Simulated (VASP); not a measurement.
Write the native input for VASP 6.6.1 that does the following.

```yaml
Task: single point
Functional: PBE
Potentials_or_basis: VASP PAW PBE potentials, release 64 (B, Pd_sv_GW)
Cutoff: 630 eV
k_mesh: 6 × 4 × 4
Occupations: gaussian, width 0.0051 eV
Spin: no spin polarisation
Dipole_correction: no
Further_INCAR_settings: ALGO = Normal; EDIFF = 1e-06; NBANDS = 46
```

The structure of BPd4 lies in POSCAR:

```
BPd4
1.0
    2.8920299704      0.0000000000      0.0000000000
    0.0000000000      4.3650077954      0.0000000000
    0.0000000000      0.0000000000      5.8563150000
B Pd
1 4
Direct
    0.5000000000      0.0000000000      0.8632270000
    0.5000000000      0.5000000000      0.8675610000
    0.0000000000      0.5000000000      0.3291640000
    0.0000000000      0.0000000000      0.6194700000
    0.5000000000      0.0000000000      0.1975780000
```

The input as run:

INCAR

```
PREC = Accurate
ENCUT = 630
EDIFF = 1E-6
ISMEAR = 0
SIGMA = 0.0051
LREAL = F
LASPH = T
NELM = 120
ALGO = Normal
ISIF = 2
LWAVE = F
LCHARG = F
GGA = PE
NBANDS = 46
GGA_COMPAT = F
```

KPOINTS

```
Automatic mesh
0
Gamma
  6 4 4
```

Potentials or basis: VASP PAW PBE potentials, release 64 (B, Pd_sv_GW).

Run with:

```console
$ cat potpaw_PBE.64/B/POTCAR potpaw_PBE.64/Pd_sv_GW/POTCAR > POTCAR
$ mpirun -np 1 vasp_std > vasp.out
```

It gave:

| Item | Value |
| --- | --- |
| Pressure | -1.7 GPa |
| Largest force | 0.276 eV/Å |
| Band gap on the k mesh | zero (an odd number of electrons rules out a gap without spin polarisation) |

Caveat: the k points lie up to 0.36 Å⁻¹ apart, too coarse for converged energies and pressures of a metal.

Run time: 3 min on 1 thread of Intel(R) Xeon(R) Platinum 8259CL CPU @ 2.50GHz (Skylake/Cascade Lake) (shared host), peak memory 0.29 GiB.
